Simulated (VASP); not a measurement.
# Cr (I4/mmm) in VASP: notebook, part 2 of 2

VASP 6.6.1. The steps go on from the part before.

## Step 4: Electric field gradients, PBE, collinear spin, ferromagnetic start (x and y stretched by +1 %, z held)

Input file INCAR:

```
SYSTEM = Cr
PREC = Accurate ; ENCUT = 520
EDIFF = 1E-8 ; ISMEAR = -1
SIGMA = 0.08 ; LREAL = .False.
LASPH = .True. ; NELM = 150
ALGO = Normal ; ISIF = 2
LWAVE = .False. ; LCHARG = .False.
ISPIN = 2 ; MAGMOM = 3
LORBIT = 11 ; LMAXMIX = 4
GGA = PE ; LEFG = .True.
NBANDS = 16
```

Input file KPOINTS:

```
Automatic mesh
0
Gamma
  18 18 18
  0 0 0
```

Input file POSCAR:

```
Cr
1.0
   -1.4563695000      1.4563695000      1.4419500000
    1.4563695000     -1.4563695000      1.4419500000
    1.4563695000      1.4563695000     -1.4419500000
Cr
1
Direct
    0.0000000000      0.0000000000      0.0000000000
```

Potentials or basis: VASP PAW PBE potentials, release 64 (Cr_pv).

The run is started by

```bash
> cat potpaw_PBE.64/Cr_pv/POTCAR > POTCAR
> mpirun -np 1 vasp_std > vasp.out
```

OUTCAR:

```text
SYSTEM = Cr
   PREC = Accurate
   ENCUT = 520
   EDIFF = 1E-8
   ISMEAR = -1
   LREAL = .False.
   LASPH = .True.
   NELM = 150
   ISIF = 2
   ISPIN = 2
   LORBIT = 11
   GGA = PE

 ion  position               nearest neighbor table
   1  0.000  0.000  0.000-

  LATTYP: Found a body centered tetragonal cell.
 ALAT       =     2.9127390000
 C/A-ratio  =     0.9900990099

  Lattice vectors:

 A1 = (  -1.4563695000,   1.4563695000,   1.4419500000)
 A2 = (   1.4563695000,  -1.4563695000,   1.4419500000)
 A3 = (   1.4563695000,   1.4563695000,  -1.4419500000)

Analysis of symmetry for initial positions (statically):
=====================================================================
 Subroutine PRICEL returns:
 Original cell was already a primitive cell.

 Routine SETGRP: Setting up the symmetry group for a
 body centered tetragonal supercell.

 Subroutine GETGRP returns: Found 16 space group operations
 (whereof 16 operations were pure point group operations)
 out of a pool of 16 trial point group operations.

The static configuration has the point symmetry D_4h.

Analysis of symmetry for dynamics (positions and initial velocities):
=====================================================================
 Subroutine PRICEL returns:
 Original cell was already a primitive cell.

 Routine SETGRP: Setting up the symmetry group for a
 body centered tetragonal supercell.

 Subroutine GETGRP returns: Found 16 space group operations
[... 635 lines left out ...]
      1     -32.6308      1.00000
      2     -32.6308      1.00000
      3     -32.6262      1.00000
      4       2.5289      1.00000
      5       9.2791      0.99999
      6       9.3561      0.99996
[... 435 lines left out ...]
      5       8.8061      1.00000
      6       9.0788      1.00000
[... 8 lines left out ...]
     15      37.9535      0.00000
     16      39.1294      0.00000

 [... further k-points ...]

------------------------ aborting loop because EDIFF is reached ----------------------------------------

  FORCE on cell =-STRESS in cart. coord.  units (eV):
  Direction    XX          YY          ZZ          XY          YZ          ZX
  --------------------------------------------------------------------------------------
  -------------------------------------------------------------------------------------
  Total       -1.0956925     -1.0956925     -0.8713199      0.0000000      0.0000000      0.0000000
  in kB     -143.4980243   -143.4980243   -114.1129333      0.0000000      0.0000000      0.0000000
  external PRESSURE =    -133.7029940 kB  Pullay stress =       0.0000000 kB

 VOLUME and BASIS-vectors are now :
 -----------------------------------------------------------------------------
  energy-cutoff  :      520.00
  volume of cell :       12.23
      direct lattice vectors                 reciprocal lattice vectors
    -1.456369500  1.456369500  1.441950000     0.000000000  0.343319467  0.346752661
     1.456369500 -1.456369500  1.441950000     0.343319467  0.000000000  0.346752661
     1.456369500  1.456369500 -1.441950000     0.343319467  0.343319467  0.000000000

 POSITION                                       TOTAL-FORCE (eV/Angst)
 -----------------------------------------------------------------------------------
      0.00000      0.00000      0.00000         0.000000     -0.000000     -0.000000
 -----------------------------------------------------------------------------------
    total drift:                                0.000000     -0.000000      0.000000

  FREE ENERGIE OF THE ION-ELECTRON SYSTEM (eV)
  ---------------------------------------------------
  free  energy   TOTEN  =        -9.4905929034 eV

  energy  without entropy=       -9.4729157900  energy(sigma->0) =       -9.48175435

 Electric field gradients (V/A^2)
---------------------------------------------------------------------
 ion       V_xx      V_yy      V_zz      V_xy      V_xz      V_yz
---------------------------------------------------------------------
   1       1.028     1.028    -2.056    -0.002    -0.002    -0.002
---------------------------------------------------------------------

 Electric field gradients after diagonalization (V/A^2)
 (convention: |V_zz| > |V_xx| > |V_yy|)
----------------------------------------------------------------------
 ion       V_xx      V_yy      V_zz     asymmetry (V_yy - V_xx)/ V_zz
----------------------------------------------------------------------
   1       1.030     1.026    -2.056       0.002
----------------------------------------------------------------------

           NMR quadrupolar parameters

 Cq : quadrupolar parameter    Cq=e*Q*V_zz/h
 eta: asymmetry parameters     (V_yy - V_xx)/ V_zz
 Q  : nuclear electric quadrupole moment in mb (millibarn)
----------------------------------------------------------------------
 ion       Cq(MHz)       eta       Q (mb)
----------------------------------------------------------------------
   1      -0.005       0.002       1.000
----------------------------------------------------------------------

 total charge

# of ion       s       p       d       tot
------------------------------------------
    1        0.420   6.371   4.147  10.938

 magnetization (x)

# of ion       s       p       d       tot
------------------------------------------
    1        0.000  -0.000   0.000   0.000
```

OSZICAR:

```text
N       E                     dE             d eps       ncg     rms          rms(c)
DAV:   1     0.816504163143E+02    0.81650E+02   -0.62228E+03 31440   0.850E+02
DAV:   2    -0.828305125543E+01   -0.89933E+02   -0.85648E+02 33704   0.246E+02
DAV:   3    -0.977918557166E+01   -0.14961E+01   -0.14927E+01 34608   0.350E+01
DAV:   4    -0.978474536926E+01   -0.55598E-02   -0.55597E-02 35688   0.212E+00
DAV:   5    -0.978478918040E+01   -0.43811E-04   -0.43811E-04 34904   0.169E-01    0.176E+01
DAV:   6    -0.944087908773E+01    0.34391E+00   -0.22396E+00 31688   0.261E+01    0.380E+00
DAV:   7    -0.949080885218E+01   -0.49930E-01   -0.16615E-01 32056   0.314E+00    0.221E+00
DAV:   8    -0.949393656985E+01   -0.31277E-02   -0.50705E-03 34688   0.891E-01    0.962E-01
DAV:   9    -0.949026371180E+01    0.36729E-02   -0.16669E-03 33536   0.465E-01    0.269E-01
DAV:  10    -0.949057864331E+01   -0.31493E-03   -0.30490E-04 33208   0.183E-01    0.577E-02
DAV:  11    -0.949059717302E+01   -0.18530E-04   -0.12391E-05 35440   0.317E-02    0.223E-02
DAV:  12    -0.949059571280E+01    0.14602E-05   -0.14636E-06 32808   0.938E-03    0.926E-03
DAV:  13    -0.949059286122E+01    0.28516E-05   -0.62702E-07 32312   0.677E-03    0.352E-03
DAV:  14    -0.949059282753E+01    0.33692E-07   -0.18857E-07 32512   0.518E-03    0.445E-04
DAV:  15    -0.949059287106E+01   -0.43535E-07   -0.42863E-09 24280   0.682E-04    0.216E-04
DAV:  16    -0.949059289541E+01   -0.24345E-07   -0.72482E-10 16056   0.278E-04    0.819E-05
DAV:  17    -0.949059290341E+01   -0.80038E-08   -0.12950E-10 15696   0.121E-04
   1 F= -.94905929E+01 E0= -.94817543E+01  d E =-.176771E-01  mag=     0.0000
```

stdout:

```text
POSCAR found type information on POSCAR Cr
 POSCAR found :  1 types and       1 ions
 scaLAPACK will be used
 LDA part: xc-table for (Slater+PW92), standard interpolation
 POSCAR, INCAR and KPOINTS ok, starting setup
 FFT: planning ... GRIDC
 FFT: planning ... GRID_SOFT
 FFT: planning ... GRID
 WAVECAR not read
 entering main loop
ion   1
```

Wall time 99 s (1 thread of Intel Xeon 6975P-C (Granite Rapids), shared host); peak memory 0.25 GiB.

Results:

* Free energy: -9.4906 eV
* Pressure: -13.4 GPa
* Band gap on the k mesh: zero (filled and empty bands overlap)
* Net moment: 0.00 μB per cell
* Largest electric field gradient by atom: Cr -2.1 V/Å²
* Valence electrons inside the program's atomic spheres: Cr 10.94

Levels at points of the mesh, in eV from the Fermi level:
Spin up:
| k point | band 3 | band 4 | band 5 | band 6 | band 7 | band 8 | band 9 | band 10 |
| --- | --- | --- | --- | --- | --- | --- | --- | --- |
| (0.00, 0.00, 0.00) | -42.80 | -7.65 | -0.90 | -0.82 | -0.82 | 1.02 | 1.10 | 7.07 |
| (0.50, 0.00, 0.00) | -42.81 | -4.16 | -2.30 | 1.01 | 1.07 | 1.38 | 2.61 | 7.06 |
| (0.50, 0.50, 0.00) | -42.81 | -4.15 | -2.21 | 0.93 | 0.99 | 1.34 | 2.60 | 7.06 |
| (0.50, 0.50, 0.50) | -43.32 | -3.98 | -3.96 | 2.24 | 2.24 | 2.26 | 7.07 | 9.98 |
Spin down:
```
           k point  band 3  band 4  band 5  band 6  band 7  band 8  band 9  band 10
(0.00, 0.00, 0.00)  -42.80   -7.65   -0.90   -0.82   -0.82    1.02    1.10     7.07
(0.50, 0.00, 0.00)  -42.81   -4.16   -2.30    1.01    1.07    1.38    2.61     7.06
(0.50, 0.50, 0.00)  -42.81   -4.15   -2.21    0.93    0.99    1.34    2.60     7.06
(0.50, 0.50, 0.50)  -43.32   -3.98   -3.96    2.24    2.24    2.26    7.07     9.98
```

Electric field gradients, principal values (V/Å²):
```tsv
atom	least	middle	greatest (by size)
1 Cr	1.026	1.030	-2.056
```

Caveat: the cell differs from its parent crystal (x and y stretched by +1 %, z held); the cell stands under tension; without QUAD_EFG the Cq values of the log hold for a quadrupole moment of 1 mb, not for the nuclei.

## Step 5: Electric field gradients, PBE, collinear spin, ferromagnetic start (equal xx and yy strain of -1 %)

Input file INCAR:

```
  PREC = Accurate
  ENCUT = 520
  EDIFF = 1E-8
  ISMEAR = -1
  SIGMA = 0.08
  LREAL = False
  LASPH = True
  NELM = 150
  ALGO = Normal
  ISIF = 2
  LWAVE = False
  LCHARG = False
  ISPIN = 2
  MAGMOM = 3
  LORBIT = 11
  LMAXMIX = 4
  GGA = PE
  LEFG = True
  NBANDS = 16
```

Input file KPOINTS:

```
regular mesh
0
Gamma
  18 18 18
```

Input file POSCAR:

```
Cr
1.0
   -1.4275305000      1.4275305000      1.4419500000
    1.4275305000     -1.4275305000      1.4419500000
    1.4275305000      1.4275305000     -1.4419500000
Cr
1
Direct
    0.0000000000      0.0000000000      0.0000000000
```

Potentials or basis: VASP PAW PBE potentials, release 64 (Cr_pv).

The run is started by

```bash
> cat potpaw_PBE.64/Cr_pv/POTCAR > POTCAR
> mpirun -np 1 vasp_std > vasp.out
```

OUTCAR:

```text
PREC = Accurate
   ENCUT = 520
   EDIFF = 1E-8
   ISMEAR = -1
   LREAL = False
   LASPH = True
   NELM = 150
   ISIF = 2
   ISPIN = 2
   LORBIT = 11
   GGA = PE

 ion  position               nearest neighbor table
   1  0.000  0.000  0.000-

  LATTYP: Found a body centered tetragonal cell.
 ALAT       =     2.8550610000
 C/A-ratio  =     1.0101010101

  Lattice vectors:

 A1 = (  -1.4275305000,   1.4275305000,   1.4419500000)
 A2 = (   1.4275305000,  -1.4275305000,   1.4419500000)
 A3 = (   1.4275305000,   1.4275305000,  -1.4419500000)

Analysis of symmetry for initial positions (statically):
=====================================================================
 Subroutine PRICEL returns:
 Original cell was already a primitive cell.

 Routine SETGRP: Setting up the symmetry group for a
 body centered tetragonal supercell.

 Subroutine GETGRP returns: Found 16 space group operations
[... 1121 lines left out ...]
     1.427530500 -1.427530500  1.441950000     0.350255213  0.000000000  0.346752661
     1.427530500  1.427530500 -1.441950000     0.350255213  0.350255213  0.000000000

 POSITION                                       TOTAL-FORCE (eV/Angst)
 -----------------------------------------------------------------------------------
      0.00000      0.00000      0.00000        -0.000000      0.000000     -0.000000
 -----------------------------------------------------------------------------------
    total drift:                                0.000000      0.000000      0.000000

  FREE ENERGIE OF THE ION-ELECTRON SYSTEM (eV)
  ---------------------------------------------------
  free  energy   TOTEN  =        -9.5178264711 eV

  energy  without entropy=       -9.5007115290  energy(sigma->0) =       -9.50926900

 Electric field gradients (V/A^2)
---------------------------------------------------------------------
 ion       V_xx      V_yy      V_zz      V_xy      V_xz      V_yz
---------------------------------------------------------------------
   1      -1.036    -1.036     2.072    -0.002    -0.002    -0.002
---------------------------------------------------------------------

 Electric field gradients after diagonalization (V/A^2)
 (convention: |V_zz| > |V_xx| > |V_yy|)
----------------------------------------------------------------------
 ion       V_xx      V_yy      V_zz     asymmetry (V_yy - V_xx)/ V_zz
----------------------------------------------------------------------
   1      -1.039    -1.034     2.072       0.002
----------------------------------------------------------------------

           NMR quadrupolar parameters

 Cq : quadrupolar parameter    Cq=e*Q*V_zz/h
 eta: asymmetry parameters     (V_yy - V_xx)/ V_zz
 Q  : nuclear electric quadrupole moment in mb (millibarn)
----------------------------------------------------------------------
 ion       Cq(MHz)       eta       Q (mb)
----------------------------------------------------------------------
   1       0.005       0.002       1.000
----------------------------------------------------------------------

 total charge

# of ion       s       p       d       tot
------------------------------------------
    1        0.434   6.395   4.191  11.020

 magnetization (x)

# of ion       s       p       d       tot
------------------------------------------
    1       -0.000  -0.000   0.000   0.000
```

OSZICAR:

```text
N       E                     dE             d eps       ncg     rms          rms(c)
DAV:   1     0.816028050966E+02    0.81603E+02   -0.61947E+03 31408   0.857E+02
DAV:   2    -0.820999594239E+01   -0.89813E+02   -0.85424E+02 33560   0.247E+02
DAV:   3    -0.971874840748E+01   -0.15088E+01   -0.15051E+01 34744   0.352E+01
DAV:   4    -0.972403325259E+01   -0.52848E-02   -0.52848E-02 35384   0.207E+00
DAV:   5    -0.972407199037E+01   -0.38738E-04   -0.38737E-04 35120   0.159E-01    0.182E+01
DAV:   6    -0.947120583737E+01    0.25287E+00   -0.20718E+00 31704   0.255E+01    0.389E+00
DAV:   7    -0.951761026858E+01   -0.46404E-01   -0.15622E-01 32240   0.301E+00    0.230E+00
DAV:   8    -0.952144197441E+01   -0.38317E-02   -0.56644E-03 34104   0.887E-01    0.942E-01
DAV:   9    -0.951749758702E+01    0.39444E-02   -0.18721E-03 33696   0.454E-01    0.268E-01
DAV:  10    -0.951781506351E+01   -0.31748E-03   -0.35269E-04 33328   0.173E-01    0.547E-02
DAV:  11    -0.951783109049E+01   -0.16027E-04   -0.14246E-05 36240   0.283E-02    0.226E-02
DAV:  12    -0.951782823882E+01    0.28517E-05   -0.15498E-06 32168   0.894E-03    0.743E-03
DAV:  13    -0.951782640736E+01    0.18315E-05   -0.76588E-07 32232   0.686E-03    0.313E-03
DAV:  14    -0.951782639006E+01    0.17298E-07   -0.88906E-08 32680   0.391E-03    0.387E-04
DAV:  15    -0.951782644058E+01   -0.50523E-07   -0.37754E-09 24472   0.528E-04    0.195E-04
DAV:  16    -0.951782646777E+01   -0.27186E-07   -0.77731E-10 16112   0.256E-04    0.762E-05
DAV:  17    -0.951782647112E+01   -0.33526E-08   -0.13599E-10 15760   0.113E-04
   1 F= -.95178265E+01 E0= -.95092690E+01  d E =-.171149E-01  mag=     0.0000
```

stdout:

```text
POSCAR found type information on POSCAR Cr
 POSCAR found :  1 types and       1 ions
 scaLAPACK will be used
 LDA part: xc-table for (Slater+PW92), standard interpolation
 POSCAR, INCAR and KPOINTS ok, starting setup
 FFT: planning ... GRIDC
 FFT: planning ... GRID_SOFT
 FFT: planning ... GRID
 WAVECAR not read
 entering main loop
ion   1
```

It took 72 s on 1 thread of Intel Xeon Platinum 8481C at 2.70GHz (Sapphire Rapids), shared host; peak memory 0.24 GiB.

What came out:

```yaml
Free_energy: -9.5178 eV
Pressure: -4.7 GPa
Band_gap_on_the_k_mesh: zero (filled and empty bands overlap)
Net_moment: 0.00 μB per cell
Largest_electric_field_gradient_by_atom: Cr +2.1 V/Å²
Valence_electrons_inside_the_program's_atomic_spheres: Cr 11.02
```

Stress tensor (GPa, compression positive):
```
-3.59  0.00  0.00
 0.00 -3.59  0.00
 0.00  0.00 -6.81
```

Electric field gradients, principal values (V/Å²):
| atom | least | middle | greatest (by size) |
| --- | --- | --- | --- |
| 1 Cr | -1.034 | -1.039 | 2.072 |

Caveat: the cell differs from its parent crystal (equal xx and yy strain of -1 %); the cell stands under tension; without QUAD_EFG the Cq values of the log hold for a quadrupole moment of 1 mb, not for the nuclei.
